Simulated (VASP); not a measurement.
# RbBr (Fm-3m) in VASP: further runs

Aim: see how the results for RbBr move with the level of theory and the settings. Levels: PBE, LDA. Tasks: single point.

Program: VASP 6.6.1. These are calculated values, not measurements. Logs are shortened: lines on timing, memory, paths and dates and some standing lists are left out, and cuts for length are marked.

## (1) The cell of the first run

Symmetry: Fm-3m, No. 225, cubic system. The conventional cell has a = 7.017 Å, b = 7.017 Å, c = 7.017 Å, α = 90.00°, β = 90.00°, γ = 90.00°. Within 4.6 Å of Rb (site symmetry m-3m) lie 6 Br at 3.51 Å. Br (site symmetry m-3m) has 6 Rb at 3.51 Å within 4.6 Å.

## (2) Single point, PBE

POSCAR

```
RbBr
1.0
    0.0000000000      3.5087293501      3.5087293501
    3.5087293501      0.0000000000      3.5087293501
    3.5087293501      3.5087293501      0.0000000000
Rb Br
1 1
Direct
    0.0000000000      0.0000000000      0.0000000000
    0.5000000000      0.5000000000      0.5000000000
```

INCAR.step1

```
SYSTEM = RbBr
PREC = Accurate ; ENCUT = 400
EDIFF = 1E-6 ; ISMEAR = 0
SIGMA = 0.02 ; LREAL = .False.
LASPH = .True. ; NELM = 120
ALGO = Normal ; ISIF = 2
LWAVE = .False. ; LCHARG = .True.
GGA = PE ; NBANDS = 15
GGA_COMPAT = .False. ; NEDOS = 2001
LORBIT = 11
```

KPOINTS.step1

```
regular mesh
0
Gamma
  6 6 6
  0 0 0
```

INCAR.step2

```
SYSTEM = RbBr
PREC = Accurate ; ENCUT = 400
EDIFF = 1E-6 ; ISMEAR = -5
SIGMA = 0.02 ; LREAL = .False.
LASPH = .True. ; NELM = 120
ALGO = Normal ; ISIF = 2
LWAVE = .False. ; LCHARG = .False.
GGA = PE ; LORBIT = 10
NEDOS = 1001 ; ICHARG = 11
GGA_COMPAT = .False.
```

KPOINTS.step2

```
regular mesh
0
Gamma
  9 9 9
  0 0 0
```

Potentials or basis: VASP PAW PBE potentials, release 64 (Rb_sv, Br).

Run with:

```
$ cat potpaw_PBE.64/Rb_sv/POTCAR potpaw_PBE.64/Br/POTCAR > POTCAR
$ cp INCAR.step1 INCAR
$ cp KPOINTS.step1 KPOINTS
$ mpirun -np 1 vasp_std > vasp.out
$ cp INCAR.step2 INCAR
$ cp KPOINTS.step2 KPOINTS
$ mpirun -np 1 vasp_std > vasp.out
```

OUTCAR:

```text
SYSTEM = RbBr
   PREC = Accurate
   ENCUT = 400
   EDIFF = 1E-6
   ISMEAR = -5
   LREAL = .False.
   LASPH = .True.
   NELM = 120
   ISIF = 2
   GGA = PE
   LORBIT = 10
   ICHARG = 11

 ion  position               nearest neighbor table
   1  0.000  0.000  0.000-   2 3.51   2 3.51   2 3.51   2 3.51   2 3.51   2 3.51
   2  0.500  0.500  0.500-   1 3.51   1 3.51   1 3.51   1 3.51   1 3.51   1 3.51

  LATTYP: Found a face centered cubic cell.
 ALAT       =     7.0174587002

  Lattice vectors:

 A1 = (   0.0000000000,   3.5087293501,   3.5087293501)
 A2 = (   3.5087293501,   0.0000000000,   3.5087293501)
 A3 = (   3.5087293501,   3.5087293501,   0.0000000000)

Analysis of symmetry for initial positions (statically):
=====================================================================
 Subroutine PRICEL returns:
 Original cell was already a primitive cell.

 Routine SETGRP: Setting up the symmetry group for a
 face centered cubic supercell.

 Subroutine GETGRP returns: Found 48 space group operations
 (whereof 48 operations were pure point group operations)
 out of a pool of 48 trial point group operations.

The static configuration has the point symmetry O_h .

Analysis of symmetry for dynamics (positions and initial velocities):
=====================================================================
 Subroutine PRICEL returns:
 Original cell was already a primitive cell.

 Routine SETGRP: Setting up the symmetry group for a
 face centered cubic supercell.

 Subroutine GETGRP returns: Found 48 space group operations
 (whereof 48 operations were pure point group operations)
 out of a pool of 48 trial point group operations.

The dynamic configuration has the point symmetry O_h .

 Subroutine INISYM returns: Found 48 space group operations
 (whereof 48 operations are pure point group operations),
 and found     1 'primitive' translations

----------------------------------------------------------------------------------------

                                     Primitive cell

  volume of cell :      86.3932

  direct lattice vectors                    reciprocal lattice vectors
     0.000000000  3.508729350  3.508729350    -0.142501729  0.142501729  0.142501729
     3.508729350  0.000000000  3.508729350     0.142501729 -0.142501729  0.142501729
     3.508729350  3.508729350  0.000000000     0.142501729  0.142501729 -0.142501729

  length of vectors
     4.962092634  4.962092634  4.962092634     0.246820235  0.246820235  0.246820235

  position of ions in fractional coordinates (direct lattice)
     0.000000000  0.000000000  0.000000000
     0.500000000  0.500000000  0.500000000

  ion indices of the primitive-cell ions
   primitive index   ion index
                 1           1
                 2           2

----------------------------------------------------------------------------------------

 KPOINTS: regular mesh

Automatic generation of k-mesh.
 Grid dimensions read from file:
 generate k-points for:    9    9    9

 Generating k-lattice:

  Cartesian coordinates                     Fractional coordinates (reciprocal lattice)
    -0.015833525  0.015833525  0.015833525     0.111111111  0.000000000  0.000000000
     0.015833525 -0.015833525  0.015833525     0.000000000  0.111111111  0.000000000
     0.015833525  0.015833525 -0.015833525     0.000000000  0.000000000  0.111111111

  Length of vectors
     0.027424471  0.027424471  0.027424471

  Shift w.r.t. Gamma in fractional coordinates (k-lattice)
     0.000000000  0.000000000  0.000000000

 TETIRR: Found    115 inequivalent tetrahedra from     4374

 Subroutine IBZKPT returns following result:
 ===========================================

 Found     35 irreducible k-points:

 Following reciprocal coordinates:
            Coordinates               Weight
  0.000000  0.000000  0.000000      1.000000
  0.111111  0.000000  0.000000      8.000000
  0.222222  0.000000  0.000000      8.000000
  0.333333  0.000000  0.000000      8.000000
  0.444444  0.000000  0.000000      8.000000
  0.111111  0.111111  0.000000      6.000000
[... 16 lines left out ...]
 -0.333333  0.333333  0.000000     12.000000
  0.444444  0.444444  0.000000      6.000000
 [... further k-points ...]
   k-points           NKPTS =     35   k-points in BZ     NKDIM =     35   number of bands    NBANDS=     12
   number of dos      NEDOS =   1001   number of ions     NIONS =      2
   total plane-waves  NPLWV =  32768
   dimension x,y,z NGX =    32 NGY =   32 NGZ =   32
   dimension x,y,z NGXF=    64 NGYF=   64 NGZF=   64
   ions per type =               1   1
   NGX,Y,Z   is equivalent  to a cutoff of  10.72, 10.72, 10.72 a.u.
   NGXF,Y,Z  is equivalent  to a cutoff of  21.44, 21.44, 21.44 a.u.
 SYSTEM =  RbBr
   PREC   = accura    normal or accurate (medium, high low for compatibility)
   ISTART =      0    job   : 0-new  1-cont  2-samecut
   ICHARG =     11    charge: 1-file 2-atom 10-const
   ISPIN  =      1    spin polarized calculation?
   LNONCOLLINEAR =      F non collinear calculations
   LSORBIT =      F    spin-orbit coupling
   LASPH  =      T    aspherical Exc in radial PAW
   ENCUT  =  400.0 eV  29.40 Ry    5.42 a.u.   8.09  8.09  8.09*2*pi/ulx,y,z
   NELM   =    120;   NELMIN=  2; NELMDL=  0     # of ELM steps
   EDIFF  = 0.1E-05   stopping-criterion for ELM
   LREAL  =      F    real-space projection
   EDIFFG = 0.1E-04   stopping-criterion for IOM
   NSW    =      0    number of steps for IOM
   IBRION =     -1    ionic relax: 0-MD 1-quasi-New 2-CG
   NFREE  =      0    steps in history (QN), initial steepest desc. (CG)
   ISIF   =      2    stress and relaxation
   ISYM   =      2    0-nonsym 1-usesym 2-fastsym
   POTIM  = 0.5000    time-step for ionic-motion
   TEBEG  =    0.0;   TEEND  =   0.0 temperature during run
   PSTRESS=    0.0 pullay stress
   NELECT =      16.0000    total number of electrons
   NUPDOWN=      -1.0000    fix difference up-down
   EMIN   =  10.00;   EMAX   =-10.00  energy-range for DOS
   EFERMI =   0.00;   METHOD = LEGACY
   ISMEAR =    -5;   SIGMA  =   0.02  broadening in eV -4-tet -1-fermi 0-gaus
   EFERMI_NEDOS =   21; number of points for ismear=-14 and -15
   IALGO  =     38    algorithm
   IMIX   =      4    mixing-type and parameters
     AMIX     =   0.40;   BMIX     =  1.00
     AMIX_MAG =   1.60;   BMIX_MAG =  1.00
  volume/ion in A,a.u.               =      43.20       291.51
  Fermi-wavevector in a.u.,A,eV,Ry     =   0.933158  1.763412 11.847721  0.870783
  Thomas-Fermi vector in A             =   2.059830
   LORBIT       =     10    0 simple, 1 ext, 2 COOP (PROOUT), +10 PAW based schemes
   GGA     = PE    functional components
   LHFCALC =     F    Hartree Fock is set to
   AEXX    =    0.0000 exact exchange contribution
   IVDW    =     0    specifies the selected vdW correction
   LEPSILON=     F    determine dielectric tensor
   LRPA    =     F    only Hartree local field effects (RPA)
 non-spin polarized calculation
 Fermi weights with tetrahedron method with Bloechl corrections
  energy-cutoff  :      400.00
  volume of cell :       86.39
 maximum number of plane-waves:      1586

 number of electron      15.9999998 magnetization

 Free energy of the ion-electron system (eV)
  ---------------------------------------------------
  ext. energy  EPLUGINS =         0.00000000
  ---------------------------------------------------
  free energy    TOTEN  =        -6.11540051 eV

  energy without entropy =       -6.11540051  energy(sigma->0) =       -6.11540051

 E-fermi :  -1.9955     XC(G=0):  -6.9581

 val. band max:       -2.0052382583   @ k =   0.0000   0.0000   0.0000
 cond. band min:       2.1836103013   @ k =   0.0000   0.0000   0.0000
 fundamental gap:      4.1888485597
 Fermi energy:        -1.9955357364

 k-point     1 :       0.0000    0.0000    0.0000
  band No.  band energies     occupation
      1     -26.5740      2.00000
      2     -14.1213      2.00000
      3     -10.6450      2.00000
      4     -10.6450      2.00000
      5     -10.6450      2.00000
      6      -2.0052      2.00000
      7      -2.0052      2.00000
      8      -2.0052      2.00000
      9       2.1836      0.00000
     10       5.2461      0.00000
     11       5.2461      0.00000
     12       5.2461      0.00000

 k-point     2 :       0.1111    0.0000    0.0000
  band No.  band energies     occupation
      1     -26.5733      2.00000
      2     -14.1247      2.00000
      3     -10.6459      2.00000
      4     -10.6459      2.00000
      5     -10.6415      2.00000
      6      -2.1365      2.00000
      7      -2.0425      2.00000
      8      -2.0425      2.00000
      9       2.4628      0.00000
     10       5.1628      0.00000
     11       5.3835      0.00000
     12       5.3835      0.00000

 k-point     3 :       0.2222    0.0000    0.0000
  band No.  band energies     occupation
      1     -26.5714      2.00000
      2     -14.1331      2.00000
      3     -10.6479      2.00000
      4     -10.6479      2.00000
      5     -10.6325      2.00000
      6      -2.4242      2.00000
      7      -2.1336      2.00000
      8      -2.1336      2.00000
      9       3.1650      0.00000
     10       5.0740      0.00000
     11       5.7821      0.00000
     12       5.7821      0.00000
[... 286 lines left out ...]
 k-point    23 :      -0.3333    0.3333    0.0000
  band No.  band energies     occupation
      1     -26.5662      2.00000
      2     -14.1104      2.00000
      3     -10.7423      2.00000
      4     -10.6710      2.00000
      5     -10.6529      2.00000
      6      -2.5747      2.00000
      7      -2.3506      2.00000
      8      -2.2745      2.00000
      9       4.6663      0.00000
     10       5.5888      0.00000
     11       6.2054      0.00000
     12       6.4877      0.00000

 k-point    24 :       0.4444    0.4444    0.0000
  band No.  band energies     occupation
      1     -26.5661      2.00000
      2     -14.0803      2.00000
      3     -10.7700      2.00000
      4     -10.6978      2.00000
      5     -10.6978      2.00000
      6      -2.4775      2.00000
      7      -2.1565      2.00000
      8      -2.1565      2.00000
      9       3.6968      0.00000
     10       4.7477      0.00000
     11       6.8754      0.00000
     12       7.0193      0.00000

 [... further k-points ...]

------------------------ aborting loop because EDIFF is reached ----------------------------------------

  FORCE on cell =-STRESS in cart. coord.  units (eV):
  Direction    XX          YY          ZZ          XY          YZ          ZX
  --------------------------------------------------------------------------------------
  -------------------------------------------------------------------------------------
  Total       -0.0015032     -0.0015032     -0.0015032      0.0000000      0.0000000     -0.0000000
  in kB       -0.0278780     -0.0278780     -0.0278780      0.0000000      0.0000000     -0.0000000
  external PRESSURE =      -0.0278780 kB  Pullay stress =       0.0000000 kB

 VOLUME and BASIS-vectors are now :
 -----------------------------------------------------------------------------
  energy-cutoff  :      400.00
  volume of cell :       86.39
      direct lattice vectors                 reciprocal lattice vectors
     0.000000000  3.508729350  3.508729350    -0.142501729  0.142501729  0.142501729
     3.508729350  0.000000000  3.508729350     0.142501729 -0.142501729  0.142501729
     3.508729350  3.508729350  0.000000000     0.142501729  0.142501729 -0.142501729

 POSITION                                       TOTAL-FORCE (eV/Angst)
 -----------------------------------------------------------------------------------
      0.00000      0.00000      0.00000        -0.000000     -0.000000     -0.000000
      3.50873      3.50873      3.50873         0.000000      0.000000      0.000000
 -----------------------------------------------------------------------------------
    total drift:                                0.000000     -0.000000     -0.000000

  FREE ENERGIE OF THE ION-ELECTRON SYSTEM (eV)
  ---------------------------------------------------
  free  energy   TOTEN  =        -6.1154005125 eV

  energy  without entropy=       -6.1154005125  energy(sigma->0) =       -6.11540051

 total charge

# of ion       s       p       d       tot
------------------------------------------
    1        1.939   5.355   0.019   7.312
    2        1.599   3.289   0.001   4.889
--------------------------------------------------
tot          3.538   8.644   0.020  12.202
```

Wall time 44 s (1 thread of Intel Xeon 8259CL, shared host); peak memory 0.18 GiB.

Results:

```
Valence electrons inside the program's atomic spheres : Rb 7.31; Br 4.89
```

[end of part 1 of 2]
